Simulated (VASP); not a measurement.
Runs of VASP 6.6.1 on AlN. The structure is that of space group Fm-3m (No. 225), or close to it. The cells are those of the table. 

| cell | gap on the mesh (eV) | pressure (GPa) |
| --- | --- | --- |
| a = 2.849 Å, angles 60.0°, 2 atoms | 4.71 | (b) |
| a = 2.971 Å, angles 60.0°, 2 atoms | 3.55 | -20.0 |
| a = 2.758 Å, angles 60.0°, 2 atoms | 5.10 | 41.1 |
| a = 2.878 Å, angles 60.0°, 2 atoms | 4.41 | -0.3 |
| a = 2.907 Å, angles 60.0°, 2 atoms | 4.14 | -7.3 |
| a = 2.820 Å, angles 60.0°, 2 atoms | (a) | (d) |
| a = 2.935 Å, angles 60.0°, 2 atoms | 3.88 | -13.3 |
| a = 2.789 Å, angles 60.0°, 2 atoms | (c) | 28.3 |

Alike in all rows: task single point; level PBE; potentials or basis VASP PAW PBE potentials, release 64 (Al, N); no spin polarisation; k mesh 10 × 10 × 10; cutoff (eV) 520; smearing gaussian 0.02 eV.

**Question.** Estimate the missing entries.

**Answer.** (a) 5.02; (b) 7.9; (c) 5.17; (d) 17.3.

A k mesh can miss the band edges.
